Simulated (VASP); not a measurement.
# Zr2B (F-43m) in VASP: further runs

Zr2B is run at these levels: PBE; tasks: relaxation of cell and atoms, single point.

All numbers are computed with VASP 6.6.1; they aren't measurements. Logs are shortened: lines on timing, memory, paths and dates and some standing lists are left out, and cuts for length are marked.

## 1. The cell of the first run

It takes space group F-43m (No. 216, cubic). Conventional cell: a = 6.100 Å, b = 6.100 Å, c = 6.100 Å, α = 90.00°, β = 90.00°, γ = 90.00°. Within 3.5 Å of Zr (site symmetry -43m) lie 4 Zr at 2.64 Å and 6 B at 3.05 Å. Within 3.5 Å of Zr (site symmetry -43m) lie 4 Zr at 2.64 Å and 4 B at 2.64 Å. Within 3.5 Å of B (site symmetry -43m) lie 10 Zr at 2.64 to 3.05 Å.

## 2. Relaxation of cell and atoms, PBE, collinear spin, ferromagnetic start

Input file INCAR:

```
PREC = Accurate
ENCUT = 600
EDIFF = 1E-7
ISMEAR = 0
SIGMA = 0.1
LREAL = F
LASPH = T
NELM = 150
ALGO = Fast
ISIF = 3
LWAVE = F
LCHARG = F
ISPIN = 2
MAGMOM = 0.83 0.64 0
LORBIT = 11
LMAXMIX = 4
GGA = PE
IBRION = 2
NSW = 100
EDIFFG = -0.01
```

Input file KPOINTS:

```
regular mesh
0
Gamma
  14 14 14
```

Input file POSCAR:

```
Zr2B
1.0
    0.0000000000      3.0498837083      3.0498837083
    3.0498837083      0.0000000000      3.0498837083
    3.0498837083      3.0498837083      0.0000000000
Zr B
2 1
Direct
    0.7500000000      0.7500000000      0.7500000000
    0.0000000000      0.0000000000      0.0000000000
    0.2500000000      0.2500000000      0.2500000000
```

Potentials or basis: VASP PAW PBE potentials, release 64 (Zr_sv, B).

Run with:

```
> cat potpaw_PBE.64/Zr_sv/POTCAR potpaw_PBE.64/B/POTCAR > POTCAR
> mpirun -np 1 vasp_std > vasp.out
```

OUTCAR:

```text
PREC = Accurate
   ENCUT = 600
   EDIFF = 1E-7
   ISMEAR = 0
   LREAL = F
   LASPH = T
   NELM = 150
   ISIF = 3
   ISPIN = 2
   LORBIT = 11
   GGA = PE
   IBRION = 2
   NSW = 100
   EDIFFG = -0.01

 ion  position               nearest neighbor table
   1  0.750  0.750  0.750-   2 2.64   2 2.64   2 2.64   2 2.64
   2  0.000  0.000  0.000-   1 2.64   1 2.64   1 2.64   1 2.64   3 2.64   3 2.64   3 2.64   3 2.64

   3  0.250  0.250  0.250-   2 2.64   2 2.64   2 2.64   2 2.64

  LATTYP: Found a face centered cubic cell.
 ALAT       =     6.0997674166

  Lattice vectors:

 A1 = (   0.0000000000,   3.0498837083,   3.0498837083)
 A2 = (   3.0498837083,   0.0000000000,   3.0498837083)
 A3 = (   3.0498837083,   3.0498837083,   0.0000000000)

Analysis of symmetry for initial positions (statically):
=====================================================================
 Subroutine PRICEL returns:
 Original cell was already a primitive cell.

 Routine SETGRP: Setting up the symmetry group for a
 face centered cubic supercell.

 Subroutine GETGRP returns: Found 24 space group operations
 (whereof 24 operations were pure point group operations)
 out of a pool of 48 trial point group operations.

The static configuration has the point symmetry T_d .

Analysis of symmetry for dynamics (positions and initial velocities):
=====================================================================
 Subroutine PRICEL returns:
 Original cell was already a primitive cell.

 Routine SETGRP: Setting up the symmetry group for a
 face centered cubic supercell.

 Subroutine GETGRP returns: Found 24 space group operations
 (whereof 24 operations were pure point group operations)
 out of a pool of 48 trial point group operations.

The dynamic configuration has the point symmetry T_d .

Analysis of structural, dynamic, and magnetic symmetry:
=====================================================================
 Subroutine PRICEL returns:
 Original cell was already a primitive cell.

 Routine SETGRP: Setting up the symmetry group for a
 face centered cubic supercell.

 Subroutine GETGRP returns: Found 24 space group operations
 (whereof 24 operations were pure point group operations)
 out of a pool of 48 trial point group operations.

The overall configuration has the point symmetry T_d .

 Subroutine INISYM returns: Found 24 space group operations
 (whereof 24 operations are pure point group operations),
 and found     1 'primitive' translations

----------------------------------------------------------------------------------------

                                     Primitive cell

  volume of cell :      56.7388

  direct lattice vectors                    reciprocal lattice vectors
     0.000000000  3.049883708  3.049883708    -0.163940677  0.163940677  0.163940677
     3.049883708  0.000000000  3.049883708     0.163940677 -0.163940677  0.163940677
     3.049883708  3.049883708  0.000000000     0.163940677  0.163940677 -0.163940677

  length of vectors
     4.313186904  4.313186904  4.313186904     0.283953582  0.283953582  0.283953582

  position of ions in fractional coordinates (direct lattice)
     0.750000000  0.750000000  0.750000000
     0.000000000  0.000000000  0.000000000
     0.250000000  0.250000000  0.250000000

  ion indices of the primitive-cell ions
   primitive index   ion index
                 1           1
                 2           2
                 3           3

----------------------------------------------------------------------------------------

 KPOINTS: regular mesh
[... 94 lines left out ...]
   LHFCALC =     F    Hartree Fock is set to
   AEXX    =    0.0000 exact exchange contribution
   IVDW    =     0    specifies the selected vdW correction
   LEPSILON=     F    determine dielectric tensor
   LRPA    =     F    only Hartree local field effects (RPA)
 conjugate gradient relaxation of ions
 spin polarized calculation
 RMM-DIIS sequential band-by-band and
 Gauss-broadening in eV      SIGMA  =   0.10
  energy-cutoff  :      600.00
  volume of cell :       56.74
 maximum number of plane-waves:      1917
   NGX = 17   NGY = 17   NGZ = 17

--------------------------------------- Ionic step        1  -------------------------------------------

 number of electron      27.0000000 magnetization       1.9345358

 Free energy of the ion-electron system (eV)
  ---------------------------------------------------
  ext. energy  EPLUGINS =         0.00000000
  ---------------------------------------------------
  free energy    TOTEN  =       -19.53415221 eV

  energy without entropy =      -19.51422561  energy(sigma->0) =      -19.52418891

------------------------ aborting loop because EDIFF is reached ----------------------------------------

  FORCE on cell =-STRESS in cart. coord.  units (eV):
  Direction    XX          YY          ZZ          XY          YZ          ZX
  --------------------------------------------------------------------------------------
  -------------------------------------------------------------------------------------
  Total        1.2166391      1.2166391      1.2166391      0.0000000     -0.0000000     -0.0000000
  in kB       34.3552038     34.3552038     34.3552038      0.0000000     -0.0000000     -0.0000000
  external PRESSURE =      34.3552038 kB  Pullay stress =       0.0000000 kB

 VOLUME and BASIS-vectors are now :
 -----------------------------------------------------------------------------
  energy-cutoff  :      600.00
  volume of cell :       56.74
      direct lattice vectors                 reciprocal lattice vectors
     0.000000000  3.049883708  3.049883708    -0.163940677  0.163940677  0.163940677
     3.049883708  0.000000000  3.049883708     0.163940677 -0.163940677  0.163940677
     3.049883708  3.049883708  0.000000000     0.163940677  0.163940677 -0.163940677

 POSITION                                       TOTAL-FORCE (eV/Angst)
 -----------------------------------------------------------------------------------
      4.57483      4.57483      4.57483         0.000000     -0.000000     -0.000000
      0.00000      0.00000      0.00000         0.000000      0.000000      0.000000
      1.52494      1.52494      1.52494        -0.000000      0.000000     -0.000000
 -----------------------------------------------------------------------------------
    total drift:                                0.000000      0.000000      0.000000

  FREE ENERGIE OF THE ION-ELECTRON SYSTEM (eV)
  ---------------------------------------------------
  free  energy   TOTEN  =       -19.5341522080 eV

  energy  without entropy=      -19.5142256112  energy(sigma->0) =      -19.52418891

--------------------------------------- Ionic step        2  -------------------------------------------

 number of electron      27.0000000 magnetization       2.4574242

 Free energy of the ion-electron system (eV)
  ---------------------------------------------------
  ext. energy  EPLUGINS =         0.00000000
  ---------------------------------------------------
  free energy    TOTEN  =       -19.57080963 eV

  energy without entropy =      -19.55481906  energy(sigma->0) =      -19.56281434

 E-fermi :   7.2452     XC(G=0): -10.5091

 val. band max:        7.2434956443   @ k =  -0.3571   0.2857   0.0000
 cond. band min:       7.2495977827   @ k =   0.4286   0.2857   0.0000
 fundamental gap:      0.0061021384
 Fermi energy:         7.2451965168

 spin component 1

 k-point     1 :       0.0000    0.0000    0.0000
  band No.  band energies     occupation
      1     -42.1094      1.00000
      2     -41.3338      1.00000
      3     -20.5102      1.00000
      4     -20.5102      1.00000
      5     -20.5102      1.00000
      6     -19.3509      1.00000
[... 493 lines left out ...]
     17       7.5773      0.00000
     18      10.8480      0.00000

 [... further k-points ...]

 spin component 2

 k-point     1 :       0.0000    0.0000    0.0000
  band No.  band energies     occupation
      1     -41.4955      1.00000
      2     -40.8211      1.00000
      3     -19.7716      1.00000
      4     -19.7716      1.00000
      5     -19.7716      1.00000
      6     -18.7424      1.00000
[... 493 lines left out ...]
     17       8.5305      0.00000
     18      11.4045      0.00000

 [... further k-points ...]

------------------------ aborting loop because EDIFF is reached ----------------------------------------

  FORCE on cell =-STRESS in cart. coord.  units (eV):
  Direction    XX          YY          ZZ          XY          YZ          ZX
  --------------------------------------------------------------------------------------
  -------------------------------------------------------------------------------------
  Total       -0.0053099     -0.0053099     -0.0053099     -0.0000000     -0.0000000      0.0000000
  in kB       -0.1414728     -0.1414728     -0.1414728     -0.0000000     -0.0000000      0.0000000
  external PRESSURE =      -0.1414728 kB  Pullay stress =       0.0000000 kB

 VOLUME and BASIS-vectors are now :
 -----------------------------------------------------------------------------
  energy-cutoff  :      600.00
  volume of cell :       60.13
      direct lattice vectors                 reciprocal lattice vectors
     0.000000000  3.109553566  3.109553566    -0.160794786  0.160794786  0.160794786
     3.109553566 -0.000000000  3.109553566     0.160794786 -0.160794786  0.160794786
     3.109553566  3.109553566 -0.000000000     0.160794786  0.160794786 -0.160794786

 POSITION                                       TOTAL-FORCE (eV/Angst)
 -----------------------------------------------------------------------------------
      4.66433      4.66433      4.66433         0.000000      0.000000     -0.000000
      3.10955      3.10955     -0.00000        -0.000000     -0.000000      0.000000
      1.55478      1.55478      1.55478         0.000000      0.000000      0.000000
 -----------------------------------------------------------------------------------
    total drift:                                0.000000      0.000000      0.000000

  FREE ENERGIE OF THE ION-ELECTRON SYSTEM (eV)
  ---------------------------------------------------
  free  energy   TOTEN  =       -19.5708096278 eV

  energy  without entropy=      -19.5548190584  energy(sigma->0) =      -19.56281434

 reached required accuracy - stopping structural energy minimisation

 total charge

# of ion       s       p       d       tot
------------------------------------------
    1        2.208   5.923   1.910  10.041
    2        2.240   5.937   1.957  10.134
    3        0.676   0.839   0.000   1.515
--------------------------------------------------
tot          5.124  12.699   3.867  21.690

 magnetization (x)

# of ion       s       p       d       tot
------------------------------------------
    1        0.087   0.018   0.994   1.099
    2        0.044   0.038   0.782   0.864
    3       -0.005  -0.072   0.000  -0.077
--------------------------------------------------
tot          0.126  -0.017   1.776   1.885
```

Wall time 12 min (1 thread of AMD EPYC 7R13, shared host); peak memory 0.39 GiB.

Results:

| Quantity | Value |
| --- | --- |
| Free energy | -19.5708 eV |
| Relaxed volume | 20.04 Å³/atom |
| Relaxed cell | a = 4.398 Å, b = 4.398 Å, c = 4.398 Å, α = 60.00°, β = 60.00°, γ = 60.00° |
| Space group after relaxing (to 0.05 Å) | F-43m (No. 216) |
| Energy gained by relaxing | 12.2 meV/atom |
| Ionic steps | 2 |
| Pressure after relaxing | 0.0 GPa |
| Net moment | 2.46 μB per cell |
| Site moments | Zr +1.10, +0.86; B -0.08 μB |
| Valence electrons inside the program's atomic spheres | Zr 10.04, 10.13; B 1.51 |

Step by step:
```
step  energy change (eV)  largest force (eV/Å)  pressure (GPa)  volume (Å³)
   1              0.0000                0.0000            3.44        56.74
   2             -0.0367                0.0000           -0.01        60.13
```

Final structure:
```
CELL_PARAMETERS angstrom
0.00000 3.10955 3.10955
3.10955 0.00000 3.10955
3.10955 3.10955 0.00000
ATOMIC_POSITIONS crystal
Zr 0.75000 0.75000 0.75000
Zr 0.00000 0.00000 0.00000
B 0.25000 0.25000 0.25000
```

(Part 1 of 2 ends here.)
